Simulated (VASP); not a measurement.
# BP (l.B) in VASP: single point with LDA

Aim: the single point of BP (l.B) with LDA.

Everything below comes from runs of VASP 6.6.1. Logs are shortened: lines on timing, memory, paths and dates and some standing lists are left out, and cuts for length are marked.

## Step 1: The cell of the first run

The cell holds a sheet with vacuum, 2 atoms: a = 3.200 Å, b = 3.200 Å, c = 14.000 Å, α = 90.00°, β = 90.00°, γ = 120.00°.

## Step 2: Single point, LDA

Contents of INCAR:

```
SYSTEM = BP
PREC     = Accurate       ! precision mode
ENCUT    = 420            ! plane-wave cutoff, eV
EDIFF    = 1E-6           ! SCF threshold, eV
ISMEAR   = 0              ! smearing method
SIGMA    = 0.03           ! smearing width, eV
LREAL    = .False.        ! projectors in reciprocal space
LASPH    = .True.         ! aspherical terms in the spheres
NELM     = 120            ! most SCF steps
ALGO     = Normal         ! electronic algorithm
ISIF     = 2              ! what is computed and relaxed
LWAVE    = .False.        ! write WAVECAR
LCHARG   = .False.        ! write CHGCAR
LDIPOL   = .True.       
IDIPOL   = 3            
DIPOL    = 0.5 0.5 0.500
NBANDS   = 11             ! bands
GGA_COMPAT= .False.      
NELMDL   = -8
```

Contents of KPOINTS:

```
regular mesh
0
Gamma
  12 12 1
  0 0 0
```

Contents of POSCAR:

```
BP
1.0
    3.2000000000      0.0000000000      0.0000000000
   -1.6000000000      2.7712812921      0.0000000000
    0.0000000000      0.0000000000     14.0000000000
B P
1 1
Direct
    0.3333330000      0.6666670000      0.5000000000
    0.6666670000      0.3333330000      0.5000000000
```

Potentials or basis: VASP PAW LDA potentials, release 64 (B, P).

Command:

```bash
> cat potpaw_LDA.64/B/POTCAR potpaw_LDA.64/P/POTCAR > POTCAR
> mpirun -np 1 vasp_std > vasp.out
```

OUTCAR:

```text
SYSTEM = BP
   PREC = Accurate
   ENCUT = 420
   EDIFF = 1E-6
   ISMEAR = 0
   LREAL = .False.
   LASPH = .True.
   NELM = 120
   ISIF = 2
   NELMDL = -8

 ion  position               nearest neighbor table
   1  0.333  0.667  0.500-   2 1.85   2 1.85   2 1.85
   2  0.667  0.333  0.500-   1 1.85   1 1.85   1 1.85

  LATTYP: Found a hexagonal cell.
 ALAT       =     3.2000000000
 C/A-ratio  =     4.3750000000

  Lattice vectors:

 A1 = (   3.2000000000,   0.0000000000,   0.0000000000)
 A2 = (  -1.6000000000,   2.7712812921,   0.0000000000)
 A3 = (   0.0000000000,   0.0000000000,  14.0000000000)

Analysis of symmetry for initial positions (statically):
=====================================================================
 Subroutine PRICEL returns:
 Original cell was already a primitive cell.

 Routine SETGRP: Setting up the symmetry group for a
 hexagonal supercell.

 Subroutine GETGRP returns: Found 12 space group operations
 (whereof 12 operations were pure point group operations)
 out of a pool of 24 trial point group operations.

The static configuration has the point symmetry D_3h.

Analysis of symmetry for dynamics (positions and initial velocities):
=====================================================================
 Subroutine PRICEL returns:
 Original cell was already a primitive cell.

 Routine SETGRP: Setting up the symmetry group for a
 hexagonal supercell.

 Subroutine GETGRP returns: Found 12 space group operations
 (whereof 12 operations were pure point group operations)
 out of a pool of 24 trial point group operations.

The dynamic configuration has the point symmetry D_3h.

 Subroutine INISYM returns: Found 12 space group operations
 (whereof 12 operations are pure point group operations),
 and found     1 'primitive' translations

----------------------------------------------------------------------------------------

                                     Primitive cell

  volume of cell :     124.1534

  direct lattice vectors                    reciprocal lattice vectors
     3.200000000  0.000000000  0.000000000     0.312500000  0.180421959  0.000000000
    -1.600000000  2.771281292  0.000000000     0.000000000  0.360843918  0.000000000
     0.000000000  0.000000000 14.000000000     0.000000000  0.000000000  0.071428571

  length of vectors
     3.200000000  3.200000000 14.000000000     0.360843918  0.360843918  0.071428571

  position of ions in fractional coordinates (direct lattice)
     0.333333000  0.666667000  0.500000000
     0.666667000  0.333333000  0.500000000

  ion indices of the primitive-cell ions
   primitive index   ion index
                 1           1
                 2           2

----------------------------------------------------------------------------------------

 KPOINTS: regular mesh

Automatic generation of k-mesh.
 Grid dimensions read from file:
 generate k-points for:   12   12    1

 Generating k-lattice:

  Cartesian coordinates                     Fractional coordinates (reciprocal lattice)
     0.026041667  0.015035163  0.000000000     0.083333333  0.000000000  0.000000000
     0.000000000  0.030070327  0.000000000     0.000000000  0.083333333  0.000000000
     0.000000000  0.000000000  0.071428571     0.000000000  0.000000000  1.000000000

  Length of vectors
     0.030070327  0.030070327  0.071428571

  Shift w.r.t. Gamma in fractional coordinates (k-lattice)
     0.000000000  0.000000000  0.000000000

 Subroutine IBZKPT returns following result:
 ===========================================

 Found     19 irreducible k-points:

 Following reciprocal coordinates:
            Coordinates               Weight
  0.000000  0.000000  0.000000      1.000000
  0.083333  0.000000  0.000000      6.000000
  0.166667  0.000000  0.000000      6.000000
  0.250000  0.000000  0.000000      6.000000
  0.333333  0.000000  0.000000      6.000000
  0.416667  0.000000  0.000000      6.000000
[... 11 lines left out ...]
  0.333333  0.250000  0.000000     12.000000
  0.333333  0.333333  0.000000      2.000000
   k-points           NKPTS =     19   k-points in BZ     NKDIM =     19   number of bands    NBANDS=     11
   number of dos      NEDOS =    301   number of ions     NIONS =      2
   total plane-waves  NPLWV =  55296
   dimension x,y,z NGX =    24 NGY =   24 NGZ =   96
   dimension x,y,z NGXF=    48 NGYF=   48 NGZF=  192
   ions per type =               1   1
   NGX,Y,Z   is equivalent  to a cutoff of  12.47, 12.47, 11.40 a.u.
   NGXF,Y,Z  is equivalent  to a cutoff of  24.94, 24.94, 22.80 a.u.
 SYSTEM =  BP
   PREC   = accura    normal or accurate (medium, high low for compatibility)
   ISTART =      0    job   : 0-new  1-cont  2-samecut
   ICHARG =      2    charge: 1-file 2-atom 10-const
   ISPIN  =      1    spin polarized calculation?
   LNONCOLLINEAR =      F non collinear calculations
   LSORBIT =      F    spin-orbit coupling
   LASPH  =      T    aspherical Exc in radial PAW
   ENCUT  =  420.0 eV  30.87 Ry    5.56 a.u.   5.35  5.35 23.39*2*pi/ulx,y,z
   NELM   =    120;   NELMIN=  2; NELMDL= -8     # of ELM steps
   EDIFF  = 0.1E-05   stopping-criterion for ELM
   LREAL  =      F    real-space projection
   EDIFFG = 0.1E-04   stopping-criterion for IOM
   NSW    =      0    number of steps for IOM
   IBRION =     -1    ionic relax: 0-MD 1-quasi-New 2-CG
   NFREE  =      0    steps in history (QN), initial steepest desc. (CG)
   ISIF   =      2    stress and relaxation
   ISYM   =      2    0-nonsym 1-usesym 2-fastsym
   POTIM  = 0.5000    time-step for ionic-motion
   TEBEG  =    0.0;   TEEND  =   0.0 temperature during run
   PSTRESS=    0.0 pullay stress
   NELECT =       8.0000    total number of electrons
   NUPDOWN=      -1.0000    fix difference up-down
   EMIN   =  10.00;   EMAX   =-10.00  energy-range for DOS
   EFERMI =   0.00;   METHOD = LEGACY
   ISMEAR =     0;   SIGMA  =   0.03  broadening in eV -4-tet -1-fermi 0-gaus
   EFERMI_NEDOS =   21; number of points for ismear=-14 and -15
   IALGO  =     38    algorithm
   IMIX   =      4    mixing-type and parameters
     AMIX     =   0.40;   BMIX     =  1.00
     AMIX_MAG =   1.60;   BMIX_MAG =  1.00
  volume/ion in A,a.u.               =      62.08       418.91
  Fermi-wavevector in a.u.,A,eV,Ry     =   0.656325  1.240273  5.860871  0.430762
  Thomas-Fermi vector in A             =   1.727481
   LORBIT       =      0    0 simple, 1 ext, 2 COOP (PROOUT), +10 PAW based schemes
   GGA     = CA    functional components
   LHFCALC =     F    Hartree Fock is set to
   AEXX    =    0.0000 exact exchange contribution
   IVDW    =     0    specifies the selected vdW correction
   LEPSILON=     F    determine dielectric tensor
   LRPA    =     F    only Hartree local field effects (RPA)
 non-spin polarized calculation
 Gauss-broadening in eV      SIGMA  =   0.03
  energy-cutoff  :      420.00
  volume of cell :      124.15
 maximum number of plane-waves:      2447
 NGX is ok and might be reduce to    24
   NGX = 11   NGY = 11   NGZ = 47

 dipolmoment           0.000000      0.000000     -0.000000 electrons x Angstroem

 number of electron       7.9999999 magnetization

 dipolmoment           0.000000      0.000000      0.000000 electrons x Angstroem

 Free energy of the ion-electron system (eV)
  ---------------------------------------------------
  ext. energy  EPLUGINS =         0.00000000
  ---------------------------------------------------
  free energy    TOTEN  =       -13.34727516 eV

  energy without entropy =      -13.34727516  energy(sigma->0) =      -13.34727516

 E-fermi :  -2.7778     XC(G=0):  -3.1139

 val. band max:       -2.9596557708   @ k =   0.3333   0.3333   0.0000
 cond. band min:      -2.1232459243   @ k =   0.3333   0.3333   0.0000
 fundamental gap:      0.8364098464
 Fermi energy:        -2.7777978956

 k-point     1 :       0.0000    0.0000    0.0000
  band No.  band energies     occupation
      1     -16.6328      2.00000
      2      -7.1880      2.00000
      3      -4.6188      2.00000
      4      -4.6187      2.00000
      5       0.7753      0.00000
      6       1.6896      0.00000
      7       1.6896      0.00000
      8       2.2688      0.00000
      9       2.6466      0.00000
     10       3.0138      0.00000
     11       5.1652      0.00000

 k-point     2 :       0.0833    0.0000    0.0000
  band No.  band energies     occupation
      1     -16.5269      2.00000
      2      -7.0721      2.00000
      3      -5.1456      2.00000
      4      -4.8249      2.00000
      5       0.8943      0.00000
      6       1.4996      0.00000
      7       2.1227      0.00000
      8       2.3995      0.00000
      9       2.8640      0.00000
     10       3.4527      0.00000
     11       5.0546      0.00000

 k-point     3 :       0.1667    0.0000    0.0000
  band No.  band energies     occupation
      1     -16.2119      2.00000
      2      -6.7272      2.00000
      3      -6.3954      2.00000
      4      -5.3005      2.00000
      5       0.9903      0.00000
      6       1.3678      0.00000
      7       2.7854      0.00000
      8       3.2738      0.00000
      9       3.2958      0.00000
     10       3.7788      0.00000
     11       4.5786      0.00000
[... 197 lines left out ...]
 k-point    18 :       0.3333    0.2500    0.0000
  band No.  band energies     occupation
      1     -13.4484      2.00000
      2     -10.7315      2.00000
      3      -8.8583      2.00000
      4      -3.4758      2.00000
      5      -1.6522      0.00000
      6       3.4869      0.00000
      7       3.6260      0.00000
      8       5.0125      0.00000
      9       6.1295      0.00000
     10       7.3537      0.00000
     11       7.6332      0.00000

 k-point    19 :       0.3333    0.3333    0.0000
  band No.  band energies     occupation
      1     -13.1949      2.00000
      2     -10.7776      2.00000
      3      -9.3094      2.00000
      4      -2.9597      2.00000
      5      -2.1232      0.00000
      6       3.2586      0.00000
      7       4.3213      0.00000
      8       5.3827      0.00000
      9       6.6532      0.00000
     10       7.7365      0.00000
     11       7.8262      0.00000

------------------------ aborting loop because EDIFF is reached ----------------------------------------

 vacuum level on the upper side and lower side of the slab       (xc-potential included)        -0.131        -0.131

  FORCE on cell =-STRESS in cart. coord.  units (eV):
  Direction    XX          YY          ZZ          XY          YZ          ZX
  --------------------------------------------------------------------------------------
  -------------------------------------------------------------------------------------
  Total       -0.7187634     -0.7187634     -0.0039840      0.0000000     -0.0000000      0.0000000
  in kB       -9.2755128     -9.2755128     -0.0514129      0.0000000     -0.0000000      0.0000000
  external PRESSURE =      -6.2008128 kB  Pullay stress =       0.0000000 kB

 VOLUME and BASIS-vectors are now :
 -----------------------------------------------------------------------------
  energy-cutoff  :      420.00
  volume of cell :      124.15
      direct lattice vectors                 reciprocal lattice vectors
     3.200000000  0.000000000  0.000000000     0.312500000  0.180421959  0.000000000
    -1.600000000  2.771281292  0.000000000     0.000000000  0.360843918  0.000000000
     0.000000000  0.000000000 14.000000000     0.000000000  0.000000000  0.071428571

 POSITION                                       TOTAL-FORCE (eV/Angst)
 -----------------------------------------------------------------------------------
     -0.00000      1.84752      7.00000        -0.000000      0.000000      0.000000
      1.60000      0.92376      7.00000         0.000000      0.000000      0.000000
 -----------------------------------------------------------------------------------
    total drift:                               -0.000162      0.000093      0.000000

  FREE ENERGIE OF THE ION-ELECTRON SYSTEM (eV)
  ---------------------------------------------------
  free  energy   TOTEN  =       -13.3472751623 eV

  energy  without entropy=      -13.3472751623  energy(sigma->0) =      -13.34727516

 vacuum level on the upper side and lower side of the slab         2.261         2.261
```

It took 22 s on 1 thread of AMD EPYC 7R13 (Zen 3), shared host; peak memory 0.15 GiB.

Results:

- Free energy: -13.3473 eV
- Band gap on the k mesh: 0.84 eV, direct
